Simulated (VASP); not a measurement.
A run of VASP 6.6.1 is set up as follows.

File INCAR:

```
ALGO = Fast
EDIFF = 1E-6
EDIFFG = -0.003
ENCUT = 600
GGA = PE
IBRION = 2
ISIF = 3
ISMEAR = 0
LASPH = True
LCHARG = False
LREAL = False
LWAVE = False
NELM = 60
NSW = 50
PREC = Accurate
SIGMA = 0.1
```

Contents of KPOINTS:

```
k-points
0
Gamma
  18 18 10
```

The input POSCAR:

```
Re
1.0
    2.7859866311      0.0000000000      0.0000000000
   -1.3929933155      2.4127351971      0.0000000000
    0.0000000000      0.0000000000      4.5020644487
Re
2
Direct
    0.3333333333      0.6666666667      0.2500000000
    0.6666666667      0.3333333333      0.7500000000
```

Potentials or basis: VASP PAW PBE potentials, release 64 (Re).

Command:

```console
$ cat potpaw_PBE.64/Re/POTCAR > POTCAR
$ mpirun -np 1 vasp_std > vasp.out
```

Problem. Estimate the band gap on the k mesh.

Solution. Zero (band 7 reaches 9.12 eV, above the bottom of band 8 at 6.04 eV).

Problem. What does it give for the space group after relaxing (to 0.05 Å)?

Solution. P6_3/mmc (No. 194).

Problem. Estimate the relaxed cell.

Solution. a = 2.774 Å, b = 2.774 Å, c = 4.482 Å, α = 90.00°, β = 90.00°, γ = 120.00°.

Problem. Estimate the relaxed volume.

Solution. 14.93 Å³/atom.

Step by step:
| step | energy change (eV) | largest force (eV/Å) | pressure (GPa) | volume (Å³) |
| --- | --- | --- | --- | --- |
| 1 | 0.0000 | 0.0000 | -4.78 | 30.26 |
| 2 | 0.0957 | 0.0000 | 22.22 | 28.33 |
| 3 | -0.0060 | 0.0000 | -0.01 | 29.88 |
| 4 | -0.0060 | 0.0000 | -0.03 | 29.87 |
| 5 | 0.0186 | 0.0000 | 10.43 | 29.09 |
| 6 | -0.0060 | 0.0000 | 0.11 | 29.86 |
| 7 | -0.0059 | 0.0000 | -0.28 | 29.90 |
| 8 | -0.0060 | 0.0000 | 0.02 | 29.87 |
| 9 | -0.0060 | 0.0000 | 0.05 | 29.87 |
| 10 | -0.0060 | 0.0000 | -0.12 | 29.88 |
| 11 | -0.0060 | 0.0000 | -0.10 | 29.87 |
| 12 | -0.0060 | 0.0000 | -0.02 | 29.87 |
| 13 | -0.0060 | 0.0000 | -0.01 | 29.87 |
| 14 | -0.0060 | 0.0000 | -0.01 | 29.87 |
| 15 | -0.0060 | 0.0000 | 0.00 | 29.87 |

Caveat: spin-orbit coupling is left out, which moves the levels of the heavy elements.
